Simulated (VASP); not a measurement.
Here is a VASP 6.6.1 calculation.

INCAR

```
ALGO = Normal
EDIFF = 1E-7
ENCUT = 520
GGA = PE
GGA_COMPAT = F
ISIF = 2
ISMEAR = 1
LASPH = T
LCHARG = F
LORBIT = 11
LORBMOM = T
LREAL = F
LSORBIT = T
LWAVE = F
MAGMOM = 0 0 0 0 0 0 0 0 0 0 0 0
NBANDS = 59
NELM = 150
PREC = Accurate
SIGMA = 0.05
```

File KPOINTS:

```
k-points
0
Gamma
  5 5 5
```

POSCAR

```
Ga3Se
1.0
    4.4324650000      0.0000000000      0.0000000000
    0.0000000000      4.4324650000      0.0000000000
    0.0000000000      0.0000000000      4.4324650000
Se Ga
1 3
Direct
    0.0000000000      0.0000000000      0.0000000000
    0.5000000000      0.5000000000      0.0000000000
    0.5000000000      0.0000000000      0.5000000000
    0.0000000000      0.5000000000      0.5000000000
```

Potentials or basis: VASP PAW PBE potentials, release 64 (Se, Ga_d).

Launch:

```sh
$ cat potpaw_PBE.64/Se/POTCAR potpaw_PBE.64/Ga_d/POTCAR > POTCAR
$ mpirun -np 1 vasp_ncl > vasp.out
```

Q: Estimate the pressure.

A: -0.2 GPa.

Q: What does it give for the net moment?

A: 0.00 μB per cell.

Moments on the atoms (μB; x, y, z):
```
Se  0.00 0.00 0.00
Ga  0.00 0.00 0.00
Ga  0.00 0.00 0.00
Ga  0.00 0.00 0.00
```
